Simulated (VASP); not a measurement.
# SiC (F-43m) in VASP: further runs

The runs below take SiC through single point, with PBE, r2SCAN.

Everything below comes from runs of VASP 6.6.1. Logs are shortened: lines on timing, memory, paths and dates and some standing lists are left out, and cuts for length are marked.

### Step 1. The cell of the first run

Symmetry: F-43m, No. 216, cubic system. The conventional cell has a = 4.356 Å, b = 4.356 Å, c = 4.356 Å, α = 90.00°, β = 90.00°, γ = 90.00°. Si (site symmetry -43m) has 4 C at 1.89 Å within 2.5 Å. C (site symmetry -43m) has 4 Si at 1.89 Å within 2.5 Å.

### Step 2. Single point, PBE

Input file INCAR:

```
SYSTEM = SiC
ALGO = Normal
EDIFF = 1E-6
ENCUT = 520
GGA = PE
ISIF = 2
ISMEAR = 0
LASPH = .TRUE.
LCHARG = .FALSE.
LREAL = .FALSE.
LWAVE = .FALSE.
NBANDS = 11
NELM = 80
PREC = Accurate
SIGMA = 0.01
```

Input file KPOINTS:

```
k-points
0
G
  8 8 8
  0 0 0
```

Input file POSCAR:

```
SiC
1.0
    0.0000000000      2.1780523454      2.1780523454
    2.1780523454      0.0000000000      2.1780523454
    2.1780523454      2.1780523454      0.0000000000
Si C
1 1
Direct
    0.0000000000      0.0000000000      0.0000000000
    0.2500000000      0.2500000000      0.2500000000
```

Potentials or basis: VASP PAW PBE potentials, release 64 (Si, C).

Run with:

```console
> cat potpaw_PBE.64/Si/POTCAR potpaw_PBE.64/C/POTCAR > POTCAR
> mpirun -np 1 vasp_std > vasp.out
```

OUTCAR:

```text
SYSTEM = SiC
   EDIFF = 1E-6
   ENCUT = 520
   GGA = PE
   ISIF = 2
   ISMEAR = 0
   LASPH = .TRUE.
   LREAL = .FALSE.
   NELM = 80
   PREC = Accurate

 ion  position               nearest neighbor table
   1  0.000  0.000  0.000-   2 1.89   2 1.89   2 1.89   2 1.89
   2  0.250  0.250  0.250-   1 1.89   1 1.89   1 1.89   1 1.89

  LATTYP: Found a face centered cubic cell.
 ALAT       =     4.3561046908

  Lattice vectors:

 A1 = (   0.0000000000,   2.1780523454,   2.1780523454)
 A2 = (   2.1780523454,   0.0000000000,   2.1780523454)
 A3 = (   2.1780523454,   2.1780523454,   0.0000000000)

Analysis of symmetry for initial positions (statically):
=====================================================================
 Subroutine PRICEL returns:
 Original cell was already a primitive cell.

 Routine SETGRP: Setting up the symmetry group for a
 face centered cubic supercell.

 Subroutine GETGRP returns: Found 24 space group operations
 (whereof 24 operations were pure point group operations)
 out of a pool of 48 trial point group operations.

The static configuration has the point symmetry T_d .

Analysis of symmetry for dynamics (positions and initial velocities):
=====================================================================
 Subroutine PRICEL returns:
 Original cell was already a primitive cell.

 Routine SETGRP: Setting up the symmetry group for a
 face centered cubic supercell.

 Subroutine GETGRP returns: Found 24 space group operations
 (whereof 24 operations were pure point group operations)
 out of a pool of 48 trial point group operations.

The dynamic configuration has the point symmetry T_d .

 Subroutine INISYM returns: Found 24 space group operations
 (whereof 24 operations are pure point group operations),
 and found     1 'primitive' translations

----------------------------------------------------------------------------------------

                                     Primitive cell

  volume of cell :      20.6650

  direct lattice vectors                    reciprocal lattice vectors
     0.000000000  2.178052345  2.178052345    -0.229562894  0.229562894  0.229562894
     2.178052345  0.000000000  2.178052345     0.229562894 -0.229562894  0.229562894
     2.178052345  2.178052345  0.000000000     0.229562894  0.229562894 -0.229562894

  length of vectors
     3.080231166  3.080231166  3.080231166     0.397614596  0.397614596  0.397614596

  position of ions in fractional coordinates (direct lattice)
     0.000000000  0.000000000  0.000000000
     0.250000000  0.250000000  0.250000000

  ion indices of the primitive-cell ions
   primitive index   ion index
                 1           1
                 2           2

----------------------------------------------------------------------------------------

 KPOINTS: k-points

Automatic generation of k-mesh.
 Grid dimensions read from file:
 generate k-points for:    8    8    8

 Generating k-lattice:

  Cartesian coordinates                     Fractional coordinates (reciprocal lattice)
    -0.028695362  0.028695362  0.028695362     0.125000000  0.000000000  0.000000000
     0.028695362 -0.028695362  0.028695362     0.000000000  0.125000000  0.000000000
     0.028695362  0.028695362 -0.028695362     0.000000000  0.000000000  0.125000000

  Length of vectors
     0.049701825  0.049701825  0.049701825

  Shift w.r.t. Gamma in fractional coordinates (k-lattice)
     0.000000000  0.000000000  0.000000000

 Subroutine IBZKPT returns following result:
 ===========================================

 Found     29 irreducible k-points:

 Following reciprocal coordinates:
            Coordinates               Weight
  0.000000  0.000000  0.000000      1.000000
  0.125000  0.000000  0.000000      8.000000
  0.250000  0.000000  0.000000      8.000000
  0.375000  0.000000  0.000000      8.000000
  0.500000  0.000000  0.000000      4.000000
  0.125000  0.125000  0.000000      6.000000
[... 16 lines left out ...]
  0.500000  0.250000  0.125000     48.000000
 -0.375000  0.250000  0.125000     24.000000
 [... further k-points ...]
   k-points           NKPTS =     29   k-points in BZ     NKDIM =     29   number of bands    NBANDS=     11
   number of dos      NEDOS =    301   number of ions     NIONS =      2
   total plane-waves  NPLWV =  13824
   dimension x,y,z NGX =    24 NGY =   24 NGZ =   24
   dimension x,y,z NGXF=    48 NGYF=   48 NGZF=   48
   ions per type =               1   1
   NGX,Y,Z   is equivalent  to a cutoff of  12.95, 12.95, 12.95 a.u.
   NGXF,Y,Z  is equivalent  to a cutoff of  25.91, 25.91, 25.91 a.u.
 SYSTEM =  SiC
   PREC   = accura    normal or accurate (medium, high low for compatibility)
   ISTART =      0    job   : 0-new  1-cont  2-samecut
   ICHARG =      2    charge: 1-file 2-atom 10-const
   ISPIN  =      1    spin polarized calculation?
   LNONCOLLINEAR =      F non collinear calculations
   LSORBIT =      F    spin-orbit coupling
   LASPH  =      T    aspherical Exc in radial PAW
   ENCUT  =  520.0 eV  38.22 Ry    6.18 a.u.   5.73  5.73  5.73*2*pi/ulx,y,z
   NELM   =     80;   NELMIN=  2; NELMDL= -5     # of ELM steps
   EDIFF  = 0.1E-05   stopping-criterion for ELM
   LREAL  =      F    real-space projection
   EDIFFG = 0.1E-04   stopping-criterion for IOM
   NSW    =      0    number of steps for IOM
   IBRION =     -1    ionic relax: 0-MD 1-quasi-New 2-CG
   NFREE  =      0    steps in history (QN), initial steepest desc. (CG)
   ISIF   =      2    stress and relaxation
   ISYM   =      2    0-nonsym 1-usesym 2-fastsym
   POTIM  = 0.5000    time-step for ionic-motion
   TEBEG  =    0.0;   TEEND  =   0.0 temperature during run
   PSTRESS=    0.0 pullay stress
   NELECT =       8.0000    total number of electrons
   NUPDOWN=      -1.0000    fix difference up-down
   EMIN   =  10.00;   EMAX   =-10.00  energy-range for DOS
   EFERMI =   0.00;   METHOD = LEGACY
   ISMEAR =     0;   SIGMA  =   0.01  broadening in eV -4-tet -1-fermi 0-gaus
   EFERMI_NEDOS =   21; number of points for ismear=-14 and -15
   IALGO  =     38    algorithm
   IMIX   =      4    mixing-type and parameters
     AMIX     =   0.40;   BMIX     =  1.00
     AMIX_MAG =   1.60;   BMIX_MAG =  1.00
  volume/ion in A,a.u.               =      10.33        69.73
  Fermi-wavevector in a.u.,A,eV,Ry     =   1.193145  2.254717 19.369182  1.423595
  Thomas-Fermi vector in A             =   2.329166
   LORBIT       =      0    0 simple, 1 ext, 2 COOP (PROOUT), +10 PAW based schemes
   GGA     = PE    functional components
   LHFCALC =     F    Hartree Fock is set to
   AEXX    =    0.0000 exact exchange contribution
   IVDW    =     0    specifies the selected vdW correction
   LEPSILON=     F    determine dielectric tensor
   LRPA    =     F    only Hartree local field effects (RPA)
 non-spin polarized calculation
 Gauss-broadening in eV      SIGMA  =   0.01
  energy-cutoff  :      520.00
  volume of cell :       20.66
 maximum number of plane-waves:       568
   NGX = 11   NGY = 11   NGZ = 11

 number of electron       8.0000001 magnetization

 Free energy of the ion-electron system (eV)
  ---------------------------------------------------
  ext. energy  EPLUGINS =         0.00000000
  ---------------------------------------------------
  free energy    TOTEN  =       -15.05609081 eV

  energy without entropy =      -15.05609081  energy(sigma->0) =      -15.05609081

 E-fermi :   8.1708     XC(G=0): -11.3617

 val. band max:        8.1226118688   @ k =   0.0000   0.0000   0.0000
 cond. band min:       9.4774504566   @ k =   0.5000   0.5000   0.0000
 fundamental gap:      1.3548385879
 Fermi energy:         8.1707831014

 k-point     1 :       0.0000    0.0000    0.0000
  band No.  band energies     occupation
      1      -7.2914      2.00000
      2       8.1226      2.00000
      3       8.1226      2.00000
      4       8.1226      2.00000
      5      14.3716      0.00000
      6      15.4382      0.00000
      7      15.4382      0.00000
      8      15.4382      0.00000
      9      22.6359      0.00000
     10      22.6359      0.00000
     11      24.6226      0.00000

 k-point     2 :       0.1250    0.0000    0.0000
  band No.  band energies     occupation
      1      -6.9864      2.00000
      2       6.6386      2.00000
      3       7.9217      2.00000
      4       7.9217      2.00000
      5      14.6075      0.00000
      6      15.7900      0.00000
      7      15.7900      0.00000
      8      15.9673      0.00000
      9      21.4157      0.00000
     10      21.4157      0.00000
     11      24.1920      0.00000

 k-point     3 :       0.2500    0.0000    0.0000
  band No.  band energies     occupation
      1      -6.0946      2.00000
      2       3.8288      2.00000
      3       7.5167      2.00000
      4       7.5167      2.00000
      5      14.1234      0.00000
      6      16.0386      0.00000
      7      16.0386      0.00000
      8      17.4868      0.00000
      9      21.2470      0.00000
     10      21.2470      0.00000
     11      23.2747      0.00000

 k-point     4 :       0.3750    0.0000    0.0000
  band No.  band energies     occupation
      1      -4.7385      2.00000
      2       1.0882      2.00000
      3       7.1895      2.00000
      4       7.1895      2.00000
      5      13.7101      0.00000
      6      15.6087      0.00000
      7      15.6087      0.00000
      8      18.1528      0.00000
      9      23.2414      0.00000
     10      23.2414      0.00000
     11      23.6725      0.00000
[... 239 lines left out ...]
 k-point    22 :       0.3750    0.2500    0.1250
  band No.  band energies     occupation
      1      -5.3194      2.00000
      2       3.6371      2.00000
      3       5.2633      2.00000
      4       6.8489      2.00000
      5      13.4928      0.00000
      6      15.7596      0.00000
      7      16.6007      0.00000
      8      18.2032      0.00000
      9      20.3745      0.00000
     10      24.1342      0.00000
     11      27.5589      0.00000

 k-point    23 :       0.5000    0.2500    0.1250
  band No.  band energies     occupation
      1      -4.0169      2.00000
      2       1.6068      2.00000
      3       4.5244      2.00000
      4       6.1997      2.00000
      5      13.4306      0.00000
      6      15.7251      0.00000
      7      17.3321      0.00000
      8      18.5838      0.00000
      9      21.5199      0.00000
     10      24.6324      0.00000
     11      27.4718      0.00000

 k-point    24 :      -0.3750    0.2500    0.1250
  band No.  band energies     occupation
      1      -3.0709      2.00000
      2       0.2902      2.00000
      3       4.4129      2.00000
      4       5.8630      2.00000
      5      13.3730      0.00000
      6      15.4072      0.00000
      7      18.2823      0.00000
      8      19.1344      0.00000
      9      21.5583      0.00000
     10      24.3569      0.00000
     11      27.4653      0.00000

 [... further k-points ...]
[... 5 lines left out ...]
  --------------------------------------------------------------------------------------
  -------------------------------------------------------------------------------------
  Total        0.4531693      0.4531693      0.4531693      0.0000000     -0.0000000      0.0000000
  in kB       35.1346865     35.1346865     35.1346865      0.0000000     -0.0000000      0.0000000
  external PRESSURE =      35.1346865 kB  Pullay stress =       0.0000000 kB

 VOLUME and BASIS-vectors are now :
 -----------------------------------------------------------------------------
  energy-cutoff  :      520.00
  volume of cell :       20.66
      direct lattice vectors                 reciprocal lattice vectors
     0.000000000  2.178052345  2.178052345    -0.229562894  0.229562894  0.229562894
     2.178052345  0.000000000  2.178052345     0.229562894 -0.229562894  0.229562894
     2.178052345  2.178052345  0.000000000     0.229562894  0.229562894 -0.229562894

 POSITION                                       TOTAL-FORCE (eV/Angst)
 -----------------------------------------------------------------------------------
      0.00000      0.00000      0.00000        -0.000000      0.000000      0.000000
      1.08903      1.08903      1.08903         0.000000     -0.000000     -0.000000
 -----------------------------------------------------------------------------------
    total drift:                                0.000000      0.000000      0.000000

  FREE ENERGIE OF THE ION-ELECTRON SYSTEM (eV)
  ---------------------------------------------------
  free  energy   TOTEN  =       -15.0560908069 eV

  energy  without entropy=      -15.0560908069  energy(sigma->0) =      -15.05609081
```

It took 20 s on 1 thread of AMD EPYC 7R13, shared host; peak memory 0.1 GiB.

What came out:

| Quantity | Value |
| --- | --- |
| Free energy | -15.0561 eV |
| Pressure | 3.5 GPa |
| Band gap on the k mesh | 1.35 eV, indirect (least direct gap 4.54 eV) |

A k mesh can miss the band edges.

[end of part 1 of 2]
